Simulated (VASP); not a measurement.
Input of a VASP 6.6.1 run:

The input INCAR:

```
SYSTEM = Ti3H
ALGO = Normal
DIPOL = 0.5 0.5 0.358
EDIFF = 1E-6
ENCUT = 520
GGA = PE
IDIPOL = 3
ISIF = 2
ISMEAR = 0
LASPH = .True.
LCHARG = .True.
LDIPOL = .True.
LELF = .True.
LREAL = .False.
LVACPOTAV = .True.
LVHAR = .True.
LWAVE = .False.
NBANDS = 26
NELM = 100
PREC = Accurate
SIGMA = 0.1
```

The input KPOINTS:

```
k-points
0
Gamma
  10 10 1
  0 0 0
```

File POSCAR:

```
Ti3H
1.0
    2.8192036097      0.0000000000      0.0000000000
   -0.9397345366      2.6579706533      0.0000000000
    0.0000000000      0.0000000000     19.8263799740
Ti H
3 1
Direct
    0.5000000000      0.5000000000      0.2017514042
    0.0000000000      0.0000000000      0.3111715134
    0.5000000000      0.5000000000      0.4199647129
    0.6666666667      1.3333333333      0.4988820607
```

Potentials or basis: VASP PAW PBE potentials, release 64 (Ti_sv, H).

Command:

```bash
$ cat potpaw_PBE.64/Ti_sv/POTCAR potpaw_PBE.64/H/POTCAR > POTCAR
$ mpirun -np 1 vasp_std > vasp.out
```

(1) Predict the largest force.

(2) Predict the band gap on the k mesh.

## Answers

(1) 1.229 eV/Å.

(2) zero (an odd number of electrons rules out a gap without spin polarisation).
